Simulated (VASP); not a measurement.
ScBSbP3:

```
Sc B Sb P
1.0
     2.45498   -5.03199    0.00000
     2.45498    5.03199    0.00000
     0.00000    0.00000    5.71968
Sc B Sb P
1 1 1 3
Direct
  0.50000 0.50000 0.50000
  0.00000 0.00000 0.00000
  0.50000 0.50000 0.00000
  0.00000 0.00000 0.50000
  0.22778 0.77222 0.50000
  0.77222 0.22778 0.50000
```

```yaml
Program: VASP 6.6.1
Task: relaxation of cell and atoms
Functional: PBE
Potentials_or_basis: VASP PAW PBE potentials, release 64 (Sc_sv, B, Sb, P)
Cutoff: 600 eV
k_mesh: 4 × 4 × 4
Occupations: gaussian, width 0.1 eV
Spin: no spin polarisation
```

At the start: pressure -0.2 GPa; volume 23.55 Å³/atom.

Q: How do energy, volume and symmetry change on relaxing?

A: Over 4 steps the energy falls by 2.6 meV/atom and the volume is 23.51 Å³/atom (-0.2 %); space group Cmmm (No. 65, to 0.05 Å).

Step by step:
```csv
step,energy change (eV),largest force (eV/Å),pressure (GPa),volume (Å³)
1,0.0000,0.0603,-0.24,141.32
2,-0.0127,0.0454,0.08,140.58
3,-0.0147,0.0360,0.28,140.19
4,-0.0157,0.0250,0.00,141.04
```

Final structure:
```cif
data_structure
_symmetry_space_group_name_H-M 'P 1'
_symmetry_Int_Tables_number 1
_cell_length_a 5.6427
_cell_length_b 5.6427
_cell_length_c 5.7171
_cell_angle_alpha 90.000
_cell_angle_beta 90.000
_cell_angle_gamma 129.212
_cell_volume 141.04
loop_
_atom_site_label
_atom_site_type_symbol
_atom_site_fract_x
_atom_site_fract_y
_atom_site_fract_z
_atom_site_occupancy
Sc1 Sc 0.50000 0.50000 0.50000 1
B1 B 0.00000 0.00000 0.00000 1
Sb1 Sb 0.50000 0.50000 0.00000 1
P1 P 0.00000 0.00000 0.50000 1
P2 P 0.22713 0.77287 0.50000 1
P3 P 0.77287 0.22713 0.50000 1
```
